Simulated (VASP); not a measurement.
# P (R-3m) in VASP: a series of runs

Runs on P. Level: PBE+D3(BJ). Tasks: single point.

Program: VASP 6.6.1. These are calculated values, not measurements. Logs are shortened: lines on timing, memory, paths and dates and some standing lists are left out, and cuts for length are marked.

## (1) The cell of the first run

It takes space group R-3m (No. 166, trigonal). Conventional cell: a = 3.692 Å, b = 3.692 Å, c = 7.546 Å, α = 90.00°, β = 90.00°, γ = 120.00°. P (site symmetry 3m) has 6 P at 2.36 to 2.61 Å within 3.1 Å.

## (2) Single point, PBE+D3(BJ)

Contents of INCAR:

```
  PREC = Accurate
  ENCUT = 520
  EDIFF = 1E-6
  ISMEAR = 0
  SIGMA = 0.15
  LREAL = F
  LASPH = T
  NELM = 100
  ALGO = Normal
  ISIF = 2
  LWAVE = F
  LCHARG = T
  GGA = PE
  IVDW = 12
  LELF = T
  LVHAR = T
  NBANDS = 12
```

Contents of KPOINTS:

```
regular mesh
0
Gamma
  24 24 24
```

Contents of POSCAR:

```
P
1.0
    1.8461897884      1.0658981713      2.5154377821
   -1.8461897884      1.0658981713      2.5154377821
    0.0000000000     -2.1317963426      2.5154377821
P
2
Direct
    0.2336660455      0.2336660455      0.2336660455
    0.7663339545      0.7663339545      0.7663339545
```

Potentials or basis: VASP PAW PBE potentials, release 64 (P).

Launch:

```bash
cat potpaw_PBE.64/P/POTCAR > POTCAR
mpirun -np 1 vasp_std > vasp.out
```

OUTCAR:

```text
PREC = Accurate
   ENCUT = 520
   EDIFF = 1E-6
   ISMEAR = 0
   LREAL = F
   LASPH = T
   NELM = 100
   ISIF = 2
   GGA = PE
   IVDW = 12
 IVDW          = 12

 ion  position               nearest neighbor table
   1  0.234  0.234  0.234-   2 2.36   2 2.36   2 2.36   2 2.61   2 2.61   2 2.61
   2  0.766  0.766  0.766-   1 2.36   1 2.36   1 2.36   1 2.61   1 2.61   1 2.61

  LATTYP: Found a trigonal (rhomboedric) cell.
 ALAT       =     3.2972690036
 COS(alpha) =     0.3729907834

  Lattice vectors:

 A1 = (   1.8461897884,   1.0658981713,   2.5154377821)
 A2 = (  -1.8461897884,   1.0658981713,   2.5154377821)
 A3 = (   0.0000000000,  -2.1317963426,   2.5154377821)

Analysis of symmetry for initial positions (statically):
=====================================================================
 Subroutine PRICEL returns:
 Original cell was already a primitive cell.

 Routine SETGRP: Setting up the symmetry group for a
 trigonal (rhombohedral) supercell.

 Subroutine GETGRP returns: Found 12 space group operations
 (whereof 12 operations were pure point group operations)
 out of a pool of 12 trial point group operations.

The static configuration has the point symmetry D_3d.

Analysis of symmetry for dynamics (positions and initial velocities):
=====================================================================
 Subroutine PRICEL returns:
 Original cell was already a primitive cell.

 Routine SETGRP: Setting up the symmetry group for a
 trigonal (rhombohedral) supercell.

 Subroutine GETGRP returns: Found 12 space group operations
 (whereof 12 operations were pure point group operations)
 out of a pool of 12 trial point group operations.

The dynamic configuration has the point symmetry D_3d.

 Subroutine INISYM returns: Found 12 space group operations
 (whereof 12 operations are pure point group operations),
 and found     1 'primitive' translations

----------------------------------------------------------------------------------------

                                     Primitive cell

  volume of cell :      29.7000

  direct lattice vectors                    reciprocal lattice vectors
     1.846189788  1.065898171  2.515437782     0.270828061  0.156362654  0.132515038
    -1.846189788  1.065898171  2.515437782    -0.270828061  0.156362654  0.132515038
     0.000000000 -2.131796343  2.515437782     0.000000000 -0.312725307  0.132515038

  length of vectors
     3.297269004  3.297269004  3.297269004     0.339642979  0.339642979  0.339642979

  position of ions in fractional coordinates (direct lattice)
     0.233666046  0.233666046  0.233666046
     0.766333954  0.766333954  0.766333954

  ion indices of the primitive-cell ions
   primitive index   ion index
                 1           1
                 2           2

----------------------------------------------------------------------------------------

 KPOINTS: regular mesh

Automatic generation of k-mesh.
 Grid dimensions read from file:
 generate k-points for:   24   24   24

 Generating k-lattice:

  Cartesian coordinates                     Fractional coordinates (reciprocal lattice)
     0.011284503  0.006515111  0.005521460     0.041666667  0.000000000 -0.000000000
    -0.011284503  0.006515111  0.005521460     0.000000000  0.041666667 -0.000000000
     0.000000000 -0.013030221  0.005521460    -0.000000000 -0.000000000  0.041666667

  Length of vectors
     0.014151791  0.014151791  0.014151791

  Shift w.r.t. Gamma in fractional coordinates (k-lattice)
     0.000000000  0.000000000  0.000000000

 Subroutine IBZKPT returns following result:
 ===========================================

 Found   1313 irreducible k-points:

 Following reciprocal coordinates:
            Coordinates               Weight
  0.000000  0.000000  0.000000      1.000000
  0.041667 -0.000000 -0.000000      6.000000
  0.083333 -0.000000  0.000000      6.000000
  0.125000 -0.000000 -0.000000      6.000000
  0.166667 -0.000000  0.000000      6.000000
  0.208333 -0.000000  0.000000      6.000000
[... 16 lines left out ...]
  0.416667  0.041667  0.000000     12.000000
  0.458333  0.041667 -0.000000     12.000000
 [... further k-points ...]
   k-points           NKPTS =   1313   k-points in BZ     NKDIM =   1313   number of bands    NBANDS=     12
   number of dos      NEDOS =    301   number of ions     NIONS =      2
   total plane-waves  NPLWV =  21952
   dimension x,y,z NGX =    28 NGY =   28 NGZ =   28
   dimension x,y,z NGXF=    56 NGYF=   56 NGZF=   56
   ions per type =               2
   NGX,Y,Z   is equivalent  to a cutoff of  14.12, 14.12, 14.12 a.u.
   NGXF,Y,Z  is equivalent  to a cutoff of  28.23, 28.23, 28.23 a.u.
 SYSTEM =  unknown system
   PREC   = accura    normal or accurate (medium, high low for compatibility)
   ISTART =      0    job   : 0-new  1-cont  2-samecut
   ICHARG =      2    charge: 1-file 2-atom 10-const
   ISPIN  =      1    spin polarized calculation?
   LNONCOLLINEAR =      F non collinear calculations
   LSORBIT =      F    spin-orbit coupling
   LASPH  =      T    aspherical Exc in radial PAW
   ENCUT  =  520.0 eV  38.22 Ry    6.18 a.u.   6.13  6.13  6.13*2*pi/ulx,y,z
   NELM   =    100;   NELMIN=  2; NELMDL= -5     # of ELM steps
   EDIFF  = 0.1E-05   stopping-criterion for ELM
   LREAL  =      F    real-space projection
   EDIFFG = 0.1E-04   stopping-criterion for IOM
   NSW    =      0    number of steps for IOM
   IBRION =     -1    ionic relax: 0-MD 1-quasi-New 2-CG
   NFREE  =      0    steps in history (QN), initial steepest desc. (CG)
   ISIF   =      2    stress and relaxation
   ISYM   =      2    0-nonsym 1-usesym 2-fastsym
   POTIM  = 0.5000    time-step for ionic-motion
   TEBEG  =    0.0;   TEEND  =   0.0 temperature during run
   PSTRESS=    0.0 pullay stress
   NELECT =      10.0000    total number of electrons
   NUPDOWN=      -1.0000    fix difference up-down
   EMIN   =  10.00;   EMAX   =-10.00  energy-range for DOS
   EFERMI =   0.00;   METHOD = LEGACY
   ISMEAR =     0;   SIGMA  =   0.15  broadening in eV -4-tet -1-fermi 0-gaus
   EFERMI_NEDOS =   21; number of points for ismear=-14 and -15
   IALGO  =     38    algorithm
   IMIX   =      4    mixing-type and parameters
     AMIX     =   0.40;   BMIX     =  1.00
     AMIX_MAG =   1.60;   BMIX_MAG =  1.00
  volume/ion in A,a.u.               =      14.85       100.21
  Fermi-wavevector in a.u.,A,eV,Ry     =   1.138909  2.152227 17.648318  1.297115
  Thomas-Fermi vector in A             =   2.275613
   LORBIT       =      0    0 simple, 1 ext, 2 COOP (PROOUT), +10 PAW based schemes
   GGA     = PE    functional components
   LHFCALC =     F    Hartree Fock is set to
   AEXX    =    0.0000 exact exchange contribution
   IVDW    =    12    specifies the selected vdW correction
   LEPSILON=     F    determine dielectric tensor
   LRPA    =     F    only Hartree local field effects (RPA)
 non-spin polarized calculation
 Gauss-broadening in eV      SIGMA  =   0.15
  energy-cutoff  :      520.00
  volume of cell :       29.70
 maximum number of plane-waves:       817
 NGX is ok and might be reduce to    28

 number of electron      10.0000000 magnetization

 number of electron       9.9999999 magnetization

 Free energy of the ion-electron system (eV)
  ---------------------------------------------------
  ext. energy  EPLUGINS =         0.00000000
  ---------------------------------------------------
  free energy    TOTEN  =       -10.29045519 eV

  energy without entropy =      -10.28242939  energy(sigma->0) =      -10.28644229

 E-fermi :   9.3118     XC(G=0): -11.2178

 val. band max:        9.3092547049   @ k =   0.3750   0.1250   0.1250
 cond. band min:       9.3134716411   @ k =   0.1667   0.1667   0.1250
 fundamental gap:      0.0042169362
 Fermi energy:         9.3117741945

 k-point     1 :       0.0000    0.0000    0.0000
  band No.  band energies     occupation
      1      -6.9561      2.00000
      2       6.2666      2.00000
      3       6.2666      2.00000
      4       6.8492      2.00000
      5       9.0277      1.99260
      6      12.7780      0.00000
      7      12.7780      0.00000
      8      13.1223      0.00000
      9      15.3070      0.00000
     10      15.3070      0.00000
     11      16.8555      0.00000
     12      16.8555      0.00000

 k-point     2 :       0.0417   -0.0000   -0.0000
  band No.  band energies     occupation
      1      -6.9288      2.00000
      2       5.7280      2.00000
      3       6.2699      2.00000
      4       7.3216      2.00000
      5       8.9739      1.99855
      6      12.8131      0.00000
      7      12.9071      0.00000
      8      13.0192      0.00000
      9      14.9374      0.00000
     10      15.2571      0.00000
     11      16.9330      0.00000
     12      17.2857      0.00000

 k-point     3 :       0.0833   -0.0000    0.0000
  band No.  band energies     occupation
      1      -6.8470      2.00000
      2       4.9273      2.00000
      3       6.2806      2.00000
      4       7.9315      2.00000
      5       8.8393      1.99999
      6      12.7419      0.00000
      7      12.8964      0.00000
      8      13.2412      0.00000
      9      14.3046      0.00000
     10      15.1358      0.00000
     11      17.1100      0.00000
     12      18.1214      0.00000

 k-point     4 :       0.1250   -0.0000   -0.0000
  band No.  band energies     occupation
      1      -6.7109      2.00000
      2       4.0748      2.00000
      3       6.3007      2.00000
      4       8.4833      2.00000
      5       8.6792      2.00000
      6      12.3635      0.00000
      7      12.8851      0.00000
      8      13.6251      0.00000
      9      13.8308      0.00000
     10      15.0206      0.00000
     11      17.3415      0.00000
     12      19.0251      0.00000

 k-point     5 :       0.1667   -0.0000    0.0000
  band No.  band energies     occupation
      1      -6.5206      2.00000
      2       3.2017      2.00000
      3       6.3327      2.00000
      4       8.5108      2.00000
      5       8.9884      1.99770
      6      11.9427      0.00000
      7      12.4940      0.00000
      8      13.8351      0.00000
      9      13.8541      0.00000
     10      15.0484      0.00000
     11      17.6970      0.00000
     12      19.6732      0.00000
[... 228 lines left out ...]
      1      -5.3218      2.00000
      2       0.0664      2.00000
      3       6.5683      2.00000
      4       8.4101      2.00000
      5       9.4083      0.36288
      6      10.3667      0.00000
      7      10.8875      0.00000
      8      13.5340      0.00000
      9      15.1597      0.00000
     10      16.2447      0.00000
     11      20.9773      0.00000
     12      22.5148      0.00000

 k-point    22 :       0.3750    0.0417    0.0000
  band No.  band energies     occupation
      1      -4.8855      2.00000
      2      -0.7200      2.00000
      3       6.6440      2.00000
      4       8.4408      2.00000
      5       9.0783      1.97230
      6      10.4336      0.00000
      7      10.6554      0.00000
      8      13.2935      0.00000
      9      15.6924      0.00000
     10      16.8442      0.00000
     11      21.6041      0.00000
     12      22.1748      0.00000

 k-point    23 :       0.4167    0.0417    0.0000
  band No.  band energies     occupation
      1      -4.4029      2.00000
      2      -1.4633      2.00000
      3       6.7019      2.00000
      4       8.4826      2.00000
      5       8.8093      2.00000
      6      10.1846      0.00000
      7      10.8082      0.00000
      8      13.0676      0.00000
      9      16.3029      0.00000
     10      17.5336      0.00000
     11      20.7688      0.00000
     12      22.2585      0.00000

 k-point    24 :       0.4583    0.0417   -0.0000
  band No.  band energies     occupation
      1      -3.8852      2.00000
      2      -2.1499      2.00000
      3       6.7188      2.00000
      4       8.5239      2.00000
      5       8.6416      2.00000
      6       9.9840      0.00000
      7      10.9903      0.00000
      8      12.8666      0.00000
      9      16.9826      0.00000
     10      18.2920      0.00000
     11      19.8998      0.00000
     12      21.3007      0.00000

 [... further k-points ...]

------------------------ aborting loop because EDIFF is reached ----------------------------------------

 Edisp (eV)   -0.95004

 E8    (eV) :    -0.3589

  FORCE on cell =-STRESS in cart. coord.  units (eV):
  Direction    XX          YY          ZZ          XY          YZ          ZX
  --------------------------------------------------------------------------------------
  -------------------------------------------------------------------------------------
  Total      -2.10769    -2.10769     1.42404     0.00000    -0.00000     0.00000
  in kB    -113.69975  -113.69975    76.82001     0.00000    -0.00000     0.00000
  external pressure =      -50.19 kB  Pullay stress =        0.00 kB

 VOLUME and BASIS-vectors are now :
 -----------------------------------------------------------------------------
  energy-cutoff  :      520.00
  volume of cell :       29.70
      direct lattice vectors                 reciprocal lattice vectors
     1.846189788  1.065898171  2.515437782     0.270828061  0.156362654  0.132515038
    -1.846189788  1.065898171  2.515437782    -0.270828061  0.156362654  0.132515038
     0.000000000 -2.131796343  2.515437782     0.000000000 -0.312725307  0.132515038

 POSITION                                       TOTAL-FORCE (eV/Angst)
 -----------------------------------------------------------------------------------
      0.00000      0.00000      1.76332         0.000000      0.000000      0.466188
      0.00000      0.00000      5.78300         0.000000     -0.000000     -0.466188
 -----------------------------------------------------------------------------------
    total drift:                                0.000000     -0.000000     -0.000000

  FREE ENERGIE OF THE ION-ELECTRON SYSTEM (eV)
  ---------------------------------------------------
  free  energy   TOTEN  =       -11.2404987454 eV

  energy  without entropy=      -11.2324729508  energy(sigma->0) =      -11.23648585
```

Run time: 4.8 min. Hardware: 1 thread of Intel Xeon Platinum 8488C (Sapphire Rapids), shared host; peak memory 0.45 GiB.

What came out:

* Free energy: -11.2405 eV
* Pressure: -5.0 GPa
* Largest force: 0.466 eV/Å
* Band gap on the k mesh: zero (bands 5 and 6 overlap by 2.33 eV)
* Dispersion energy per atom: -0.475 eV

Forces on the atoms (eV/Å):
```
P    0.000  0.000  0.466
P    0.000  0.000 -0.466
```

Stress tensor (GPa, compression positive):
```
-11.37   0.00   0.00
  0.00 -11.37   0.00
  0.00   0.00   7.68
```

Caveat: the stress differs along the axes, from -11 to 8 GPa.

## (3) Single point, PBE+D3(BJ)

This run uses another cell than the first one, of the same volume but with other edges.

Contents of INCAR:

```
SYSTEM = P
PREC = Accurate ; ENCUT = 520
EDIFF = 1E-7 ; ISMEAR = 0
SIGMA = 0.15 ; LREAL = .False.
LASPH = .True. ; NELM = 100
ALGO = Normal ; ISIF = 2
LWAVE = .False. ; LCHARG = .False.
GGA = PE ; IVDW = 12
NBANDS = 12
```

Contents of KPOINTS:

```
Automatic mesh
0
Gamma
  24 24 24
  0 0 0
```

Contents of POSCAR:

```
P
1.0
    1.5703334775      0.9066324559      3.4768222638
   -1.5703334775      0.9066324559      3.4768222638
    0.0000000000     -1.8132649118      3.4768222638
P
2
Direct
    0.2336660455      0.2336660455      0.2336660455
    0.7663339545      0.7663339545      0.7663339545
```

Potentials or basis: VASP PAW PBE potentials, release 64 (P).

Launch:

```bash
cat potpaw_PBE.64/P/POTCAR > POTCAR
mpirun -np 1 vasp_std > vasp.out
```

Wall time 8 min (1 thread of Intel Xeon Platinum 8488C (Sapphire Rapids), shared host); peak memory 0.47 GiB.

The run converged. Its results:

```
Free energy                : -11.1769 eV
Pressure                   : 2.5 GPa
Largest force              : 1.382 eV/Å
Band gap on the k mesh     : zero (bands 5 and 6 overlap by 3.43 eV)
Dispersion energy per atom : -0.474 eV
```

Forces on the atoms (eV/Å):
```
P    0.000  0.000 -1.382
P    0.000  0.000  1.382
```

Stress tensor (GPa, compression positive):
```
 10.60   0.00   0.00
  0.00  10.60   0.00
  0.00   0.00 -13.62
```

Levels at points of the mesh, in eV from the Fermi level:
```
           k point  band 1  band 2  band 3  band 4  band 5  band 6  band 7  band 8  band 9  band 10
(0.00, 0.00, 0.00)  -16.52   -5.06   -4.78   -0.41   -0.41    4.32    4.32    4.37    7.31     7.31
(0.50, 0.00, 0.00)  -12.27  -11.23   -4.00   -2.16   -1.73    0.21    1.00    1.38    6.35     8.34
(0.50, 0.50, 0.00)  -12.16   -9.43   -6.66   -5.91   -3.46    1.43    6.30    6.96    7.57     9.27
(0.50, 0.50, 0.50)  -14.88  -11.84   -0.20   -0.20    1.97    1.97    3.81    4.11    8.95     9.53
```

Caveat: the stress differs along the axes, from -14 to 11 GPa; forces of over 1 eV/Å act on the atoms, so gaps and moduli don't describe the material at rest.
